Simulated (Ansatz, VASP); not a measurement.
**One calculation of Al7Cu, two programs**

```xyz
8
Lattice="0.0000 3.9798 3.9798 3.9798 0.0000 3.9798 3.9798 3.9798 0.0000" Properties=species:S:1:pos:R:3 pbc="T T T"
Al    0.0000    1.9899    1.9899
Al    3.9798    1.9899    1.9899
Al    1.9899    0.0000    1.9899
Al    1.9899    3.9798    1.9899
Al    1.9899    1.9899    0.0000
Al    1.9899    1.9899    3.9798
Al    0.0000    0.0000    0.0000
Cu    3.9798    3.9798    3.9798
```

Alike in both runs: task single point; functional r2SCAN; k mesh 8 × 8 × 8; occupations gaussian, width 0.1 eV; no spin polarisation.

|  | VASP | Ansatz |
| --- | --- | --- |
| version | VASP 6.6.1 | Ansatz 0.2.0 |
| potentials or method | VASP PAW PBE potentials, release 64 (Al, Cu), cutoff 520 eV | scalar-relativistic, plane waves, PAW |
| valence electrons in the cell | 32 | 40 |

|  | VASP | Ansatz | Ansatz less VASP |
| --- | --- | --- | --- |
| gap on the k mesh at the Fermi level (eV) | none | none | - |
| pressure (GPa) | -3.2 | -2.9 | +0.22 |

VASP's potentials were made for PBE, not for r2SCAN. A gap of «none» marks a metal or a gap that the smearing closes. VASP's potentials hold 32 valence electrons a cell and Ansatz's 40, so a difference there can come from the potentials and not from the codes.
